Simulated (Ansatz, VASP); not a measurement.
## One calculation of Cu, two programs

```
Cu
1.0
     4.32046    0.00000    0.00000
    -2.16023    3.74163    0.00000
     0.00000    0.00000    2.59397
Cu
3
Direct
  0.00000 0.00000 0.00000
  0.33333 0.66667 0.50000
  0.66667 0.33333 0.50000
```

Alike in both runs: task single point; functional BLYP; k mesh 10 × 10 × 14; occupations fermi-dirac, width 0.1 eV; no spin polarisation.

```csv
,VASP,Ansatz
version,VASP 6.6.1,Ansatz 0.2.0
potentials or method,"VASP PAW PBE potentials, release 64 (Cu), cutoff 520 eV","plane waves (420 eV) with PAW, scalar-relativistic"
valence electrons in the cell,33,57
```

|  | VASP | Ansatz | Ansatz less VASP |
| --- | --- | --- | --- |
| pressure (GPa) | -6.3 | -6.9 | -0.60 |
| traceless stress, the component that is largest in VASP (GPa) | -0.07 | -0.07 | +0.005 |

VASP's potentials were made for PBE, not for BLYP. VASP's potentials hold 33 valence electrons a cell and Ansatz's 57, so a difference there can come from the potentials and not from the codes.
